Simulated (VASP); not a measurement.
# PbS (P-6m2) in VASP: a series of runs

The runs below take PbS through single point, with PBEsol.

All numbers are computed with VASP 6.6.1; they aren't measurements. Logs are shortened: lines on timing, memory, paths and dates and some standing lists are left out, and cuts for length are marked.

## 1. The cell of the first run

Symmetry: P-6m2, No. 187, hexagonal system. The conventional cell has a = 4.006 Å, b = 4.006 Å, c = 3.711 Å, α = 90.00°, β = 90.00°, γ = 120.00°. Pb (site symmetry -6m2) has 6 S at 2.97 Å and 2 Pb at 3.71 Å within 3.9 Å. Within 3.9 Å of S (site symmetry -6m2) lie 6 Pb at 2.97 Å and 2 S at 3.71 Å.

## 2. Single point, PBEsol

Contents of INCAR:

```
SYSTEM = PbS
ALGO = Normal ; EDIFF = 1E-6
ENCUT = 500 ; GGA = PS
GGA_COMPAT = .FALSE. ; ISIF = 2
ISMEAR = 0 ; LASPH = .TRUE.
LCHARG = .TRUE. ; LELF = .TRUE.
LREAL = .FALSE. ; LVHAR = .TRUE.
LWAVE = .FALSE. ; NBANDS = 17
NELM = 120 ; PREC = Accurate
SIGMA = 0.01
```

Contents of KPOINTS:

```
k-points
0
G
  5 5 5
  0 0 0
```

Contents of POSCAR:

```
PbS
1.0
    4.0062113496      0.0000000000      0.0000000000
   -2.0031056748      3.4694804473      0.0000000000
    0.0000000000      0.0000000000      3.7108357707
Pb S
1 1
Direct
    0.0000000000      0.0000000000      0.0000000000
    0.6666666667      0.3333333333      0.5000000000
```

Potentials or basis: VASP PAW PBE potentials, release 64 (Pb_d, S).

Started as:

```sh
> cat potpaw_PBE.64/Pb_d/POTCAR potpaw_PBE.64/S/POTCAR > POTCAR
> mpirun -np 1 vasp_std > vasp.out
```

OUTCAR:

```text
SYSTEM = PbS
   EDIFF = 1E-6
   ENCUT = 500
   GGA = PS
   ISIF = 2
   ISMEAR = 0
   LASPH = .TRUE.
   LREAL = .FALSE.
   NELM = 120
   PREC = Accurate

 ion  position               nearest neighbor table
   1  0.000  0.000  0.000-   2 2.97   2 2.97   2 2.97   2 2.97   2 2.97   2 2.97
   2  0.667  0.333  0.500-   1 2.97   1 2.97   1 2.97   1 2.97   1 2.97   1 2.97

  LATTYP: Found a hexagonal cell.
 ALAT       =     4.0062113496
 C/A-ratio  =     0.9262705951

  Lattice vectors:

 A1 = (   4.0062113496,   0.0000000000,   0.0000000000)
 A2 = (  -2.0031056748,   3.4694804473,   0.0000000000)
 A3 = (   0.0000000000,   0.0000000000,   3.7108357707)

Analysis of symmetry for initial positions (statically):
=====================================================================
 Subroutine PRICEL returns:
 Original cell was already a primitive cell.

 Routine SETGRP: Setting up the symmetry group for a
 hexagonal supercell.

 Subroutine GETGRP returns: Found 12 space group operations
 (whereof 12 operations were pure point group operations)
 out of a pool of 24 trial point group operations.

The static configuration has the point symmetry D_3h.

Analysis of symmetry for dynamics (positions and initial velocities):
=====================================================================
 Subroutine PRICEL returns:
 Original cell was already a primitive cell.

 Routine SETGRP: Setting up the symmetry group for a
 hexagonal supercell.

 Subroutine GETGRP returns: Found 12 space group operations
 (whereof 12 operations were pure point group operations)
 out of a pool of 24 trial point group operations.

The dynamic configuration has the point symmetry D_3h.

 Subroutine INISYM returns: Found 12 space group operations
 (whereof 12 operations are pure point group operations),
 and found     1 'primitive' translations

----------------------------------------------------------------------------------------

                                     Primitive cell

  volume of cell :      51.5787

  direct lattice vectors                    reciprocal lattice vectors
     4.006211350  0.000000000  0.000000000     0.249612393  0.144113797  0.000000000
    -2.003105675  3.469480447  0.000000000     0.000000000  0.288227593  0.000000000
     0.000000000  0.000000000  3.710835771     0.000000000  0.000000000  0.269481072

  length of vectors
     4.006211350  4.006211043  3.710835771     0.288227571  0.288227593  0.269481072

  position of ions in fractional coordinates (direct lattice)
     0.000000000  0.000000000  0.000000000
     0.666666667  0.333333333  0.500000000

  ion indices of the primitive-cell ions
   primitive index   ion index
                 1           1
                 2           2

----------------------------------------------------------------------------------------

 KPOINTS: k-points

Automatic generation of k-mesh.
 Grid dimensions read from file:
 generate k-points for:    5    5    5

 Generating k-lattice:

  Cartesian coordinates                     Fractional coordinates (reciprocal lattice)
     0.049922479  0.028822759  0.000000000     0.200000000  0.000000000  0.000000000
     0.000000000  0.057645519  0.000000000     0.000000000  0.200000000  0.000000000
     0.000000000  0.000000000  0.053896214     0.000000000  0.000000000  0.200000000

  Length of vectors
     0.057645514  0.057645519  0.053896214

  Shift w.r.t. Gamma in fractional coordinates (k-lattice)
     0.000000000  0.000000000  0.000000000

 Subroutine IBZKPT returns following result:
 ===========================================

 Found     15 irreducible k-points:

 Following reciprocal coordinates:
            Coordinates               Weight
  0.000000  0.000000  0.000000      1.000000
  0.200000  0.000000  0.000000      6.000000
  0.400000  0.000000  0.000000      6.000000
  0.200000  0.200000  0.000000      6.000000
  0.400000  0.200000  0.000000      6.000000
  0.000000  0.000000  0.200000      2.000000
  0.200000  0.000000  0.200000     12.000000
  0.400000  0.000000  0.200000     12.000000
  0.200000  0.200000  0.200000     12.000000
  0.400000  0.200000  0.200000     12.000000
  0.000000  0.000000  0.400000      2.000000
  0.200000  0.000000  0.400000     12.000000
  0.400000  0.000000  0.400000     12.000000
  0.200000  0.200000  0.400000     12.000000
  0.400000  0.200000  0.400000     12.000000
   k-points           NKPTS =     15   k-points in BZ     NKDIM =     15   number of bands    NBANDS=     17
   number of dos      NEDOS =    301   number of ions     NIONS =      2
   total plane-waves  NPLWV =  25200
   dimension x,y,z NGX =    30 NGY =   30 NGZ =   28
   dimension x,y,z NGXF=    60 NGYF=   60 NGZF=   56
   ions per type =               1   1
   NGX,Y,Z   is equivalent  to a cutoff of  12.45, 12.45, 12.54 a.u.
   NGXF,Y,Z  is equivalent  to a cutoff of  24.90, 24.90, 25.09 a.u.
 SYSTEM =  PbS
   PREC   = accura    normal or accurate (medium, high low for compatibility)
   ISTART =      0    job   : 0-new  1-cont  2-samecut
   ICHARG =      2    charge: 1-file 2-atom 10-const
   ISPIN  =      1    spin polarized calculation?
   LNONCOLLINEAR =      F non collinear calculations
   LSORBIT =      F    spin-orbit coupling
   LASPH  =      T    aspherical Exc in radial PAW
   ENCUT  =  500.0 eV  36.75 Ry    6.06 a.u.   7.30  7.30  6.77*2*pi/ulx,y,z
   NELM   =    120;   NELMIN=  2; NELMDL= -5     # of ELM steps
   EDIFF  = 0.1E-05   stopping-criterion for ELM
   LREAL  =      F    real-space projection
   EDIFFG = 0.1E-04   stopping-criterion for IOM
   NSW    =      0    number of steps for IOM
   IBRION =     -1    ionic relax: 0-MD 1-quasi-New 2-CG
   NFREE  =      0    steps in history (QN), initial steepest desc. (CG)
   ISIF   =      2    stress and relaxation
   ISYM   =      2    0-nonsym 1-usesym 2-fastsym
   POTIM  = 0.5000    time-step for ionic-motion
   TEBEG  =    0.0;   TEEND  =   0.0 temperature during run
   PSTRESS=    0.0 pullay stress
   NELECT =      20.0000    total number of electrons
   NUPDOWN=      -1.0000    fix difference up-down
   EMIN   =  10.00;   EMAX   =-10.00  energy-range for DOS
   EFERMI =   0.00;   METHOD = LEGACY
   ISMEAR =     0;   SIGMA  =   0.01  broadening in eV -4-tet -1-fermi 0-gaus
   EFERMI_NEDOS =   21; number of points for ismear=-14 and -15
   IALGO  =     38    algorithm
   IMIX   =      4    mixing-type and parameters
     AMIX     =   0.40;   BMIX     =  1.00
     AMIX_MAG =   1.60;   BMIX_MAG =  1.00
  volume/ion in A,a.u.               =      25.79       174.03
  Fermi-wavevector in a.u.,A,eV,Ry     =   1.193791  2.255937 19.390152  1.425136
  Thomas-Fermi vector in A             =   2.329796
   LORBIT       =      0    0 simple, 1 ext, 2 COOP (PROOUT), +10 PAW based schemes
   GGA     = PS    functional components
   LHFCALC =     F    Hartree Fock is set to
   AEXX    =    0.0000 exact exchange contribution
   IVDW    =     0    specifies the selected vdW correction
   LEPSILON=     F    determine dielectric tensor
   LRPA    =     F    only Hartree local field effects (RPA)
 non-spin polarized calculation
 Gauss-broadening in eV      SIGMA  =   0.01
  energy-cutoff  :      500.00
  volume of cell :       51.58
 maximum number of plane-waves:      1334
 NGX is ok and might be reduce to    30
   NGX = 15   NGY = 15   NGZ = 13

 number of electron      20.0000002 magnetization

 Free energy of the ion-electron system (eV)
  ---------------------------------------------------
  ext. energy  EPLUGINS =         0.00000000
  ---------------------------------------------------
  free energy    TOTEN  =        -9.21113254 eV

  energy without entropy =       -9.21113254  energy(sigma->0) =       -9.21113254

 E-fermi :   5.5289     XC(G=0):  -9.9245

 val. band max:        5.4225607069   @ k =   0.4000   0.2000   0.0000
 cond. band min:       6.1427066981   @ k =   0.4000   0.2000   0.4000
 fundamental gap:      0.7201459913
 Fermi energy:         5.5289187419

 k-point     1 :       0.0000    0.0000    0.0000
  band No.  band energies     occupation
      1     -11.0854      2.00000
      2     -11.0500      2.00000
      3     -11.0500      2.00000
      4     -10.9343      2.00000
      5     -10.9343      2.00000
      6      -7.8542      2.00000
[... 9 lines left out ...]
     16      17.0649      0.00000
     17      17.1164      0.00000

 k-point     2 :       0.2000    0.0000    0.0000
  band No.  band energies     occupation
      1     -11.0778      2.00000
      2     -11.0583      2.00000
      3     -11.0219      2.00000
      4     -10.9493      2.00000
      5     -10.9375      2.00000
      6      -7.5128      2.00000
[... 9 lines left out ...]
     16      16.1307      0.00000
     17      16.4729      0.00000

 k-point     3 :       0.4000    0.0000    0.0000
  band No.  band energies     occupation
      1     -11.0976      2.00000
      2     -11.0403      2.00000
      3     -10.9759      2.00000
      4     -10.9732      2.00000
      5     -10.9426      2.00000
      6      -6.7602      2.00000
[... 9 lines left out ...]
     16      16.8431      0.00000
     17      16.8783      0.00000

 k-point     4 :       0.2000    0.2000    0.0000
  band No.  band energies     occupation
      1     -11.0698      2.00000
      2     -11.0581      2.00000
      3     -10.9947      2.00000
      4     -10.9651      2.00000
      5     -10.9453      2.00000
      6      -6.9426      2.00000
[... 9 lines left out ...]
     16      15.7561      0.00000
     17      16.8871      0.00000
[... 163 lines left out ...]
      1     -11.0976      2.00000
      2     -11.0583      2.00000
      3     -11.0026      2.00000
      4     -10.9699      2.00000
      5     -10.8997      2.00000
      6      -5.9960      2.00000
[... 9 lines left out ...]
     16      17.0486      0.00000
     17      19.2140      0.00000

 k-point    14 :       0.2000    0.2000    0.4000
  band No.  band energies     occupation
      1     -11.0789      2.00000
      2     -11.0397      2.00000
      3     -11.0076      2.00000
      4     -10.9937      2.00000
      5     -10.9067      2.00000
      6      -6.1039      2.00000
[... 9 lines left out ...]
     16      16.3917      0.00000
     17      17.9051      0.00000

 k-point    15 :       0.4000    0.2000    0.4000
  band No.  band energies     occupation
      1     -11.1018      2.00000
      2     -11.0359      2.00000
      3     -11.0187      2.00000
      4     -10.9799      2.00000
      5     -10.8953      2.00000
      6      -5.8253      2.00000
[... 9 lines left out ...]
     16      17.3302      0.00000
     17      18.7304      0.00000

------------------------ aborting loop because EDIFF is reached ----------------------------------------

  FORCE on cell =-STRESS in cart. coord.  units (eV):
  Direction    XX          YY          ZZ          XY          YZ          ZX
  --------------------------------------------------------------------------------------
  -------------------------------------------------------------------------------------
  Total        0.0624633      0.0624633      0.3816124      0.0000000      0.0000000      0.0000000
  in kB        1.9402840      1.9402836     11.8539479      0.0000000      0.0000000      0.0000000
  external PRESSURE =       5.2448385 kB  Pullay stress =       0.0000000 kB

 VOLUME and BASIS-vectors are now :
 -----------------------------------------------------------------------------
  energy-cutoff  :      500.00
  volume of cell :       51.58
      direct lattice vectors                 reciprocal lattice vectors
     4.006211350  0.000000000  0.000000000     0.249612393  0.144113797  0.000000000
    -2.003105675  3.469480447  0.000000000     0.000000000  0.288227593  0.000000000
     0.000000000  0.000000000  3.710835771     0.000000000  0.000000000  0.269481072

 POSITION                                       TOTAL-FORCE (eV/Angst)
 -----------------------------------------------------------------------------------
      0.00000      0.00000      0.00000         0.000000      0.000000      0.000000
      2.00311      1.15649      1.85542        -0.000000      0.000000      0.000000
 -----------------------------------------------------------------------------------
    total drift:                               -0.000000      0.000000      0.000000

  FREE ENERGIE OF THE ION-ELECTRON SYSTEM (eV)
  ---------------------------------------------------
  free  energy   TOTEN  =        -9.2111325371 eV

  energy  without entropy=       -9.2111325371  energy(sigma->0) =       -9.21113254
```

Wall time 6.3 s (1 thread of Intel Xeon 6975P-C (Granite Rapids), shared host); peak memory 0.16 GiB.

Results:

```yaml
Free_energy: -9.2111 eV
Pressure: 0.5 GPa
Band_gap_on_the_k_mesh: 0.72 eV, indirect (least direct gap 2.16 eV)
```

Stress tensor (GPa, compression positive):
```
0.19 0.00 0.00
0.00 0.19 0.00
0.00 0.00 1.19
```

Caveat: the PAW data sets were made with another functional, which shifts forces and pressure a little; spin-orbit coupling is left out, which moves the levels of the heavy elements.

## 3. Single point, PBEsol

This run uses another cell than the first one, of 26.61 Å³/atom, 1.032 times its volume.

Contents of INCAR:

```
SYSTEM = PbS
  ALGO = Normal
  EDIFF = 1E-6
  ENCUT = 500
  GGA = PS
  GGA_COMPAT = .FALSE.
  ISIF = 2
  ISMEAR = 0
  LASPH = .TRUE.
  LCHARG = .TRUE.
  LELF = .TRUE.
  LREAL = .FALSE.
  LVHAR = .TRUE.
  LWAVE = .FALSE.
  NBANDS = 17
  NELM = 120
  PREC = Accurate
  SIGMA = 0.01
```

KPOINTS is that of step 2.

Contents of POSCAR:

```
PbS
1.0
    4.0483850946      0.0000000000      0.0000000000
   -2.0241925473      3.5060039781      0.0000000000
    0.0000000000      0.0000000000      3.7499000706
Pb S
1 1
Direct
    0.0000000000      0.0000000000      0.0000000000
    0.6666666667      0.3333333333      0.5000000000
```

Potentials or basis: VASP PAW PBE potentials, release 64 (Pb_d, S).

Started as:

```sh
> cat potpaw_PBE.64/Pb_d/POTCAR potpaw_PBE.64/S/POTCAR > POTCAR
> mpirun -np 1 vasp_std > vasp.out
```

Run time: 7.1 s. Hardware: 1 thread of Intel Xeon 6975P-C (Granite Rapids), shared host; peak memory 0.16 GiB.

The run converged. Its results:

```
Free energy            : -9.2079 eV
Pressure               : -1.3 GPa
Band gap on the k mesh : 0.82 eV, indirect (least direct gap 2.13 eV)
```

Stress tensor (GPa, compression positive):
```
-1.38  0.00  0.00
 0.00 -1.38  0.00
 0.00  0.00 -1.07
```

Levels at points of the mesh, in eV from the valence-band top:
| k point | band 6 | band 7 | band 8 | band 9 | band 10 | band 11 | band 12 | band 13 | band 14 | band 15 |
| --- | --- | --- | --- | --- | --- | --- | --- | --- | --- | --- |
| (0.00, 0.00, 0.00) | -13.01 | -6.02 | -1.90 | -1.39 | -1.39 | 3.80 | 3.80 | 5.47 | 7.03 | 7.32 |

Caveat: the PAW data sets were made with another functional, which shifts forces and pressure a little; spin-orbit coupling is left out, which moves the levels of the heavy elements. A k mesh can miss the band edges.

## 4. Single point, PBEsol

This run uses another cell than the first one, of 28.26 Å³/atom, 1.096 times its volume.

Contents of INCAR:

```
PREC = Accurate
ENCUT = 500
EDIFF = 1E-6
ISMEAR = 0
SIGMA = 0.01
LREAL = F
LASPH = T
NELM = 120
ALGO = Normal
ISIF = 2
LWAVE = F
LCHARG = F
GGA = PS
NBANDS = 17
GGA_COMPAT = F
```

Contents of KPOINTS:

```
Automatic mesh
0
Gamma
  5 5 5
```

Contents of POSCAR:

```
PbS
1.0
    4.1301926930      0.0000000000      0.0000000000
   -2.0650963465      3.5768514292      0.0000000000
    0.0000000000      0.0000000000      3.8256760434
Pb S
1 1
Direct
    0.0000000000      0.0000000000      0.0000000000
    0.6666666667      0.3333333333      0.5000000000
```

Started as:

```sh
> cat potpaw_PBE.64/Pb_d/POTCAR potpaw_PBE.64/S/POTCAR > POTCAR
> mpirun -np 1 vasp_std > vasp.out
```

It took 7.8 s on 1 thread of Intel Xeon 6975P-C (Granite Rapids), shared host; peak memory 0.16 GiB.

It converged, with:

* Free energy: -9.1530 eV
* Pressure: -4.1 GPa
* Band gap on the k mesh: 0.99 eV, indirect (least direct gap 2.06 eV)

Stress tensor (GPa, compression positive):
```
-3.82  0.00  0.00
 0.00 -3.82  0.00
 0.00  0.00 -4.56
```

Levels at points of the mesh, in eV from the valence-band top:
| k point | band 7 | band 8 | band 9 | band 10 | band 11 | band 12 | band 13 | band 14 |
| --- | --- | --- | --- | --- | --- | --- | --- | --- |
| (0.00, 0.00, 0.00) | -6.12 | -1.64 | -1.17 | -1.17 | 3.80 | 3.80 | 5.65 | 6.69 |

Caveat: the PAW data sets were made with another functional, which shifts forces and pressure a little; spin-orbit coupling is left out, which moves the levels of the heavy elements. A k mesh can miss the band edges.

## 5. Single point, PBEsol

This run uses another cell than the first one, of 29.08 Å³/atom, 1.128 times its volume.

Contents of INCAR:

```
SYSTEM = PbS
  PREC = Accurate
  ENCUT = 500
  EDIFF = 1E-6
  ISMEAR = 0
  SIGMA = 0.01
  LREAL = .False.
  LASPH = .True.
  NELM = 120
  ALGO = Normal
  ISIF = 2
  LWAVE = .False.
  LCHARG = .False.
  GGA = PS
  NBANDS = 17
  GGA_COMPAT = .False.
```

Contents of KPOINTS:

```
regular mesh
0
Gamma
  5 5 5
  0 0 0
```

Contents of POSCAR:

```
PbS
1.0
    4.1699085206      0.0000000000      0.0000000000
   -2.0849542603      3.6112463414      0.0000000000
    0.0000000000      0.0000000000      3.8624636467
Pb S
1 1
Direct
    0.0000000000      0.0000000000      0.0000000000
    0.6666666667      0.3333333333      0.5000000000
```

Started as:

```sh
> cat potpaw_PBE.64/Pb_d/POTCAR potpaw_PBE.64/S/POTCAR > POTCAR
> mpirun -np 1 vasp_std > vasp.out
```

Run time: 6.7 s. Hardware: 1 thread of Intel Xeon 6975P-C (Granite Rapids), shared host; peak memory 0.16 GiB.

Results (log left out):

```yaml
Free_energy: -9.1063 eV
Pressure: -5.1 GPa
Band_gap_on_the_k_mesh: 1.06 eV, indirect (least direct gap 2.03 eV)
```

Stress tensor (GPa, compression positive):
```
-4.75  0.00  0.00
 0.00 -4.75  0.00
 0.00  0.00 -5.90
```

Levels at points of the mesh, in eV from the valence-band top:
```csv
k point,band 8,band 9,band 10,band 11,band 12,band 13
"(0.00, 0.00, 0.00)",-1.52,-1.07,-1.07,3.79,3.79,5.73
```

Caveat: the PAW data sets were made with another functional, which shifts forces and pressure a little; spin-orbit coupling is left out, which moves the levels of the heavy elements.

## 6. Summary

| cell | gap on the mesh (eV) | pressure (GPa) |
| --- | --- | --- |
| a = 4.006, b = 4.006, c = 3.711 Å, angles 90.0, 90.0, 120.0°, 2 atoms | 0.72 | 0.5 |
| a = 4.048, b = 4.048, c = 3.750 Å, angles 90.0, 90.0, 120.0°, 2 atoms | 0.82 | -1.3 |
| a = 4.130, b = 4.130, c = 3.826 Å, angles 90.0, 90.0, 120.0°, 2 atoms | 0.99 | -4.1 |
| a = 4.170, b = 4.170, c = 3.862 Å, angles 90.0, 90.0, 120.0°, 2 atoms | 1.06 | -5.1 |

Alike in all rows: task single point; level PBEsol; potentials or basis VASP PAW PBE potentials, release 64 (Pb_d, S); no spin polarisation; k mesh 5 × 5 × 5; cutoff (eV) 500; smearing gaussian 0.01 eV.

Caveats: the PAW data sets were made with another functional, which shifts forces and pressure a little; spin-orbit coupling is left out, which moves the levels of the heavy elements.

Absolute energies hang on the potentials; compare differences alone.
